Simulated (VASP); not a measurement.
# TlCl (Pm-3m) in VASP: notebook, part 2 of 2

VASP 6.6.1. The steps go on from the part before.

**3. Relaxation of cell and atoms, r2SCAN**

This run uses another cell than the first one, of 28.18 Å³/atom, 0.998 times its volume.

The input, POSCAR:

```
TlCl
1.0
    3.8340000000      0.0000000000      0.0000000000
    0.0000000000      3.8340000000      0.0000000000
    0.0000000000      0.0000000000      3.8340000000
Tl Cl
1 1
Direct
    0.0000000000      0.0000000000      0.0000000000
    0.5000000000      0.5000000000      0.5000000000
```

The input, INCAR.step1:

```
SYSTEM = TlCl
PREC     = Accurate       ! precision mode
ENCUT    = 550            ! plane-wave cutoff, eV
ISMEAR   = 0              ! smearing method
SIGMA    = 0.02           ! smearing width, eV
LREAL    = .FALSE.        ! projectors in reciprocal space
LASPH    = .TRUE.         ! aspherical terms in the spheres
NELM     = 120            ! most SCF steps
GGA      = PE             ! functional
ALGO     = Normal         ! electronic algorithm
EDIFF    = 1E-5           ! SCF threshold, eV
LWAVE    = .TRUE.         ! write WAVECAR
LCHARG   = .FALSE.        ! write CHGCAR
GGA_COMPAT= .FALSE.      
IBRION   = 2              ! ionic algorithm
ISIF     = 3              ! what is computed and relaxed
EDIFFG   = -0.005         ! ionic threshold
NELMIN   = 4            
NSW      = 100            ! ionic steps
```

The input, INCAR.step2:

```
SYSTEM = TlCl
PREC     = Accurate       ! precision mode
ENCUT    = 550            ! plane-wave cutoff, eV
EDIFF    = 1E-7           ! SCF threshold, eV
ISMEAR   = 0              ! smearing method
SIGMA    = 0.02           ! smearing width, eV
LREAL    = .FALSE.        ! projectors in reciprocal space
LASPH    = .TRUE.         ! aspherical terms in the spheres
NELM     = 120            ! most SCF steps
ALGO     = Normal         ! electronic algorithm
ISIF     = 3              ! what is computed and relaxed
LWAVE    = .FALSE.        ! write WAVECAR
LCHARG   = .FALSE.        ! write CHGCAR
METAGGA  = R2SCAN         ! meta-GGA
LMIXTAU  = .TRUE.       
IBRION   = 2              ! ionic algorithm
NSW      = 100            ! ionic steps
EDIFFG   = -0.005         ! ionic threshold
ISTART   = 1            
GGA_COMPAT= .FALSE.      
NELMIN   = 4
```

The input, KPOINTS:

```
Automatic mesh
0
G
  8 8 8
  0 0 0
```

Potentials or basis: VASP PAW PBE potentials, release 64 (Tl_d, Cl).

Run with:

```
> cat potpaw_PBE.64/Tl_d/POTCAR potpaw_PBE.64/Cl/POTCAR > POTCAR
> cp INCAR.step1 INCAR
> mpirun -np 1 vasp_std > vasp.out
> cp INCAR.step2 INCAR
> mpirun -np 1 vasp_std > vasp.out
```

OUTCAR:

```text
SYSTEM = TlCl
   PREC = Accurate
   ENCUT = 550
   EDIFF = 1E-7
   ISMEAR = 0
   LREAL = .FALSE.
   LASPH = .TRUE.
   NELM = 120
   ISIF = 3
   METAGGA = R2SCAN
   IBRION = 2
   NSW = 100
   EDIFFG = -0.005
   ISTART = 1
   NELMIN = 4

 ion  position               nearest neighbor table
   1  0.000  0.000  0.000-   2 3.32   2 3.32   2 3.32   2 3.32   2 3.32   2 3.32   2 3.32   2 3.32

   2  0.500  0.500  0.500-   1 3.32   1 3.32   1 3.32   1 3.32   1 3.32   1 3.32   1 3.32   1 3.32

  LATTYP: Found a simple cubic cell.
 ALAT       =     3.8340000000

  Lattice vectors:

 A1 = (   3.8340000000,   0.0000000000,   0.0000000000)
 A2 = (   0.0000000000,   3.8340000000,   0.0000000000)
 A3 = (   0.0000000000,   0.0000000000,   3.8340000000)

Analysis of symmetry for initial positions (statically):
=====================================================================
 Subroutine PRICEL returns:
 Original cell was already a primitive cell.

 Routine SETGRP: Setting up the symmetry group for a
 simple cubic supercell.

 Subroutine GETGRP returns: Found 48 space group operations
 (whereof 48 operations were pure point group operations)
 out of a pool of 48 trial point group operations.

The static configuration has the point symmetry O_h .

Analysis of symmetry for dynamics (positions and initial velocities):
=====================================================================
 Subroutine PRICEL returns:
 Original cell was already a primitive cell.

 Routine SETGRP: Setting up the symmetry group for a
 simple cubic supercell.

 Subroutine GETGRP returns: Found 48 space group operations
 (whereof 48 operations were pure point group operations)
 out of a pool of 48 trial point group operations.

The dynamic configuration has the point symmetry O_h .

 Subroutine INISYM returns: Found 48 space group operations
 (whereof 48 operations are pure point group operations),
 and found     1 'primitive' translations

----------------------------------------------------------------------------------------

                                     Primitive cell

  volume of cell :      56.3581

  direct lattice vectors                    reciprocal lattice vectors
     3.834000000  0.000000000  0.000000000     0.260824204  0.000000000  0.000000000
     0.000000000  3.834000000  0.000000000     0.000000000  0.260824204  0.000000000
     0.000000000  0.000000000  3.834000000     0.000000000  0.000000000  0.260824204

  length of vectors
     3.834000000  3.834000000  3.834000000     0.260824204  0.260824204  0.260824204

  position of ions in fractional coordinates (direct lattice)
     0.000000000  0.000000000  0.000000000
     0.500000000  0.500000000  0.500000000

  ion indices of the primitive-cell ions
   primitive index   ion index
                 1           1
                 2           2

----------------------------------------------------------------------------------------
[... 109 lines left out ...]

--------------------------------------- Ionic step        1  -------------------------------------------

 number of electron      20.0000005 magnetization

 Free energy of the ion-electron system (eV)
  ---------------------------------------------------
  ext. energy  EPLUGINS =         0.00000000
  ---------------------------------------------------
  free energy    TOTEN  =       -61.54962030 eV

  energy without entropy =      -61.54962030  energy(sigma->0) =      -61.54962030

------------------------ aborting loop because EDIFF is reached ----------------------------------------

  FORCE on cell =-STRESS in cart. coord.  units (eV):
  Direction    XX          YY          ZZ          XY          YZ          ZX
  --------------------------------------------------------------------------------------
  -------------------------------------------------------------------------------------
  Total        0.0186238      0.0186238      0.0186238      0.0000000      0.0000000      0.0000000
  in kB        0.5294459      0.5294459      0.5294459      0.0000000      0.0000000      0.0000000
  external PRESSURE =       0.5294459 kB  Pullay stress =       0.0000000 kB

 VOLUME and BASIS-vectors are now :
 -----------------------------------------------------------------------------
  energy-cutoff  :      550.00
  volume of cell :       56.36
      direct lattice vectors                 reciprocal lattice vectors
     3.834000000  0.000000000  0.000000000     0.260824204  0.000000000  0.000000000
     0.000000000  3.834000000  0.000000000     0.000000000  0.260824204  0.000000000
     0.000000000  0.000000000  3.834000000     0.000000000  0.000000000  0.260824204

 POSITION                                       TOTAL-FORCE (eV/Angst)
 -----------------------------------------------------------------------------------
      0.00000      0.00000      0.00000         0.000000      0.000000      0.000000
      1.91700      1.91700      1.91700         0.000000      0.000000      0.000000
 -----------------------------------------------------------------------------------
    total drift:                                0.000000      0.000000     -0.000000

  FREE ENERGIE OF THE ION-ELECTRON SYSTEM (eV)
  ---------------------------------------------------
  free  energy   TOTEN  =       -61.5496203034 eV

  energy  without entropy=      -61.5496203034  energy(sigma->0) =      -61.54962030

--------------------------------------- Ionic step        2  -------------------------------------------

 number of electron      20.0000005 magnetization

 Free energy of the ion-electron system (eV)
  ---------------------------------------------------
  ext. energy  EPLUGINS =         0.00000000
  ---------------------------------------------------
  free energy    TOTEN  =       -61.54963137 eV

  energy without entropy =      -61.54963137  energy(sigma->0) =      -61.54963137

 E-fermi :   2.5066     XC(G=0):  -9.6219

 val. band max:        2.4064926814   @ k =   0.5000   0.0000   0.0000
 cond. band min:       4.9165255162   @ k =   0.5000   0.0000   0.0000
 fundamental gap:      2.5100328348
 Fermi energy:         2.5065815006

 k-point     1 :       0.0000    0.0000    0.0000
  band No.  band energies     occupation
      1     -11.9976      2.00000
      2      -7.8696      2.00000
      3      -7.8696      2.00000
      4      -7.6197      2.00000
      5      -7.6197      2.00000
      6      -7.6197      2.00000
      7      -2.0963      2.00000
      8       0.8056      2.00000
      9       0.8056      2.00000
     10       0.8056      2.00000
     11      10.7481      0.00000
     12      10.7481      0.00000
     13      10.7481      0.00000
     14      10.7793      0.00000
[... 377 lines left out ...]
      1     -11.6305      2.00000
      2      -7.7481      2.00000
      3      -7.7077      2.00000
      4      -7.6850      2.00000
      5      -7.6566      2.00000
      6      -7.5831      2.00000
      7      -1.6305      2.00000
      8      -0.3382      2.00000
      9       0.4090      2.00000
     10       1.0880      2.00000
     11       7.0516      0.00000
     12       7.3983      0.00000
     13       9.8948      0.00000
     14      12.2580      0.00000

 [... further k-points ...]
[... 5 lines left out ...]
  --------------------------------------------------------------------------------------
  -------------------------------------------------------------------------------------
  Total        0.0006191      0.0006191      0.0006191     -0.0000000     -0.0000000     -0.0000000
  in kB        0.0175770      0.0175770      0.0175770     -0.0000000     -0.0000000     -0.0000000
  external PRESSURE =       0.0175770 kB  Pullay stress =       0.0000000 kB

 VOLUME and BASIS-vectors are now :
 -----------------------------------------------------------------------------
  energy-cutoff  :      550.00
  volume of cell :       56.43
      direct lattice vectors                 reciprocal lattice vectors
     3.835722347  0.000000000  0.000000000     0.260707087  0.000000000 -0.000000000
     0.000000000  3.835722347  0.000000000     0.000000000  0.260707087  0.000000000
     0.000000000  0.000000000  3.835722347    -0.000000000  0.000000000  0.260707087

 POSITION                                       TOTAL-FORCE (eV/Angst)
 -----------------------------------------------------------------------------------
      0.00000      0.00000      0.00000         0.000000      0.000000      0.000000
      1.91786      1.91786      1.91786        -0.000000      0.000000      0.000000
 -----------------------------------------------------------------------------------
    total drift:                                0.000000      0.000000     -0.000000

  FREE ENERGIE OF THE ION-ELECTRON SYSTEM (eV)
  ---------------------------------------------------
  free  energy   TOTEN  =       -61.5496313675 eV

  energy  without entropy=      -61.5496313675  energy(sigma->0) =      -61.54963137

 reached required accuracy - stopping structural energy minimisation
```

Wall time 1.8 min (1 thread of Intel Xeon 6975P-C (Granite Rapids), shared host); peak memory 0.19 GiB.

Results:

```yaml
Free_energy: -61.5496 eV
Relaxed_volume: 28.22 Å³/atom
Relaxed_cell: a = 3.836 Å, b = 3.836 Å, c = 3.836 Å, α = 90.00°, β = 90.00°, γ = 90.00°
Space_group_after_relaxing_to_0.05_Å: Pm-3m (No. 221)
Energy_gained_by_relaxing: 0.0 meV/atom
Ionic_steps: 2
Pressure_after_relaxing: 0.0 GPa
Band_gap_on_the_k_mesh: 2.51 eV, direct
```

Final structure:
```yaml
crystal:
  lattice:
    - [3.83572, 0.00000, 0.00000]
    - [0.00000, 3.83572, 0.00000]
    - [0.00000, 0.00000, 3.83572]
  atoms:
    - { symbol: Tl, position: [0.00000, 0.00000, 0.00000] }
    - { symbol: Cl, position: [0.50000, 0.50000, 0.50000] }
```

Caveat: the PAW data sets were made with another functional, which shifts forces and pressure a little; spin-orbit coupling is left out, which moves the levels of the heavy elements. r2SCAN opens gaps a little over a GGA but as a rule still falls short of measured ones.

**4. Single point, r2SCAN**

The input, POSCAR:

```
TlCl
1.0
    3.8370264146      0.0000000000      0.0000000000
    0.0000000000      3.8370264146      0.0000000000
    0.0000000000      0.0000000000      3.8370264146
Tl Cl
1 1
Direct
    0.0000000000      0.0000000000      0.0000000000
    0.5000000000      0.5000000000      0.5000000000
```

Changes to INCAR.step1 since step 3:

```diff
@@ -8,2 +8,3 @@
 NELM     = 120            ! most SCF steps
+NBANDS   = 17             ! bands
 GGA      = PE             ! functional
@@ -13,7 +14,2 @@
 LCHARG   = .FALSE.        ! write CHGCAR
-GGA_COMPAT= .FALSE.      
-IBRION   = 2              ! ionic algorithm
-ISIF     = 3              ! what is computed and relaxed
-EDIFFG   = -0.005         ! ionic threshold
-NELMIN   = 4            
-NSW      = 100            ! ionic steps
+GGA_COMPAT= .FALSE.
```

The input, INCAR.step2:

```
SYSTEM = TlCl
PREC     = Accurate       ! precision mode
ENCUT    = 550            ! plane-wave cutoff, eV
EDIFF    = 1E-6           ! SCF threshold, eV
ISMEAR   = 0              ! smearing method
SIGMA    = 0.02           ! smearing width, eV
LREAL    = .FALSE.        ! projectors in reciprocal space
LASPH    = .TRUE.         ! aspherical terms in the spheres
NELM     = 120            ! most SCF steps
ALGO     = Normal         ! electronic algorithm
ISIF     = 2              ! what is computed and relaxed
LWAVE    = .FALSE.        ! write WAVECAR
LCHARG   = .FALSE.        ! write CHGCAR
METAGGA  = R2SCAN         ! meta-GGA
LMIXTAU  = .TRUE.       
NBANDS   = 17             ! bands
ISTART   = 1            
GGA_COMPAT= .FALSE.
```

The input, KPOINTS:

```
regular mesh
0
G
  8 8 8
  0 0 0
```

Run with:

```
> cat potpaw_PBE.64/Tl_d/POTCAR potpaw_PBE.64/Cl/POTCAR > POTCAR
> cp INCAR.step1 INCAR
> mpirun -np 1 vasp_std > vasp.out
> cp INCAR.step2 INCAR
> mpirun -np 1 vasp_std > vasp.out
```

Run time: 3.4 min. Hardware: 1 thread of AMD EPYC 7R43 (Zen 3), shared host; peak memory 0.16 GiB.

The run converged. Its results:

```yaml
Free_energy: -61.5497 eV
Pressure: 0.0 GPa
Band_gap_on_the_k_mesh: 2.51 eV, direct
```

Levels at points of the mesh, in eV from the valence-band top:
| k point | band 7 | band 8 | band 9 | band 10 | band 11 | band 12 | band 13 | band 14 |
| --- | --- | --- | --- | --- | --- | --- | --- | --- |
| (0.00, 0.00, 0.00) | -4.50 | -1.60 | -1.60 | -1.60 | 8.34 | 8.34 | 8.34 | 8.38 |
| (0.50, 0.00, 0.00) | -5.49 | -1.17 | -1.17 | 0.00 | 2.51 | 7.05 | 7.05 | 9.36 |
| (0.50, 0.50, 0.00) | -3.32 | -3.04 | -3.04 | -1.13 | 5.30 | 5.30 | 8.97 | 9.07 |
| (0.50, 0.50, 0.50) | -2.12 | -2.11 | -2.11 | -2.11 | 2.93 | 2.93 | 2.93 | 13.72 |

Caveat: the PAW data sets were made with another functional, which shifts forces and pressure a little; spin-orbit coupling is left out, which moves the levels of the heavy elements.
